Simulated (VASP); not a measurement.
Here is a VASP 6.6.1 calculation.

File INCAR:

```
PREC = Accurate
ENCUT = 520
EDIFF = 1E-6
ISMEAR = 0
SIGMA = 0.05
LREAL = Auto
LASPH = T
NELM = 80
ALGO = Normal
ISIF = 2
LWAVE = F
LCHARG = F
GGA = PE
NBANDS = 222
LUSENCCL = F
```

Contents of KPOINTS:

```
Automatic mesh
0
Gamma
  2 2 2
```

The input POSCAR:

```
TaN
1.0
   -4.5720000000      2.6396450000      4.9180000000
    4.5720000000     -2.6396450000      4.9180000000
    4.5720000000      7.9189360000     -4.9180000000
Ta N
24 24
Direct
    0.0000000000      0.0000000000      0.0000000000
    0.5000000000      0.5000000000      0.0000000000
    0.3333330000      0.8333330000      0.1666670000
    0.8333330000      0.3333330000      0.1666670000
    0.6666670000      0.6666670000      0.3333330000
    0.1666670000      0.1666670000      0.3333330000
    0.0000000000      0.5000000000      0.5000000000
    0.5000000000      0.0000000000      0.5000000000
    0.3333330000      0.3333330000      0.6666670000
    0.8333330000      0.8333330000      0.6666670000
    0.6666670000      0.1666670000      0.8333330000
    0.1666670000      0.6666670000      0.8333330000
    0.2500000000      0.2500000000      0.0000000000
    0.7500000000      0.7500000000      0.0000000000
    0.5833330000      0.0833330000      0.1666670000
    0.0833330000      0.5833330000      0.1666670000
    0.9166670000      0.9166670000      0.3333330000
    0.4166670000      0.4166670000      0.3333330000
    0.2500000000      0.7500000000      0.5000000000
    0.7500000000      0.2500000000      0.5000000000
    0.5833330000      0.5833330000      0.6666670000
    0.0833330000      0.0833330000      0.6666670000
    0.9166670000      0.4166670000      0.8333330000
    0.4166670000      0.9166670000      0.8333330000
    0.2916660000      0.1250000000      0.1666670000
    0.7916660000      0.6250000000      0.1666670000
    0.6250000000      0.9583340000      0.3333330000
    0.1250000000      0.4583340000      0.3333330000
    0.9583330000      0.7916670000      0.5000000000
    0.4583330000      0.2916670000      0.5000000000
    0.2916660000      0.6250000000      0.6666670000
    0.7916660000      0.1250000000      0.6666670000
    0.6250000000      0.4583340000      0.8333330000
    0.1250000000      0.9583340000      0.8333330000
    0.9583330000      0.2916670000      0.0000000000
    0.4583330000      0.7916670000      0.0000000000
    0.3750000000      0.5416660000      0.1666670000
    0.8750000000      0.0416660000      0.1666670000
    0.7083340000      0.3750000000      0.3333330000
    0.2083340000      0.8750000000      0.3333330000
    0.0416670000      0.2083330000      0.5000000000
    0.5416670000      0.7083330000      0.5000000000
    0.3750000000      0.0416660000      0.6666670000
    0.8750000000      0.5416660000      0.6666670000
    0.7083340000      0.8750000000      0.8333330000
    0.2083340000      0.3750000000      0.8333330000
    0.0416670000      0.7083330000      0.0000000000
    0.5416670000      0.2083330000      0.0000000000
```

Potentials or basis: VASP PAW PBE potentials, release 64 (Ta_pv, N).

The run is started by

```bash
$ cat potpaw_PBE.64/Ta_pv/POTCAR potpaw_PBE.64/N/POTCAR > POTCAR
$ mpirun -np 1 vasp_std > vasp.out
```

(1) Predict the pressure.

(2) What does it give for the band gap on the k mesh?

(3) Estimate the largest force.

Results:

(1) 61.1 GPa.

(2) zero (bands 192 and 193 overlap by 0.06 eV).

(3) 0.104 eV/Å.

Caveat: the k points lie up to 0.47 Å⁻¹ apart; spin-orbit coupling is left out, which moves the levels of the heavy elements.
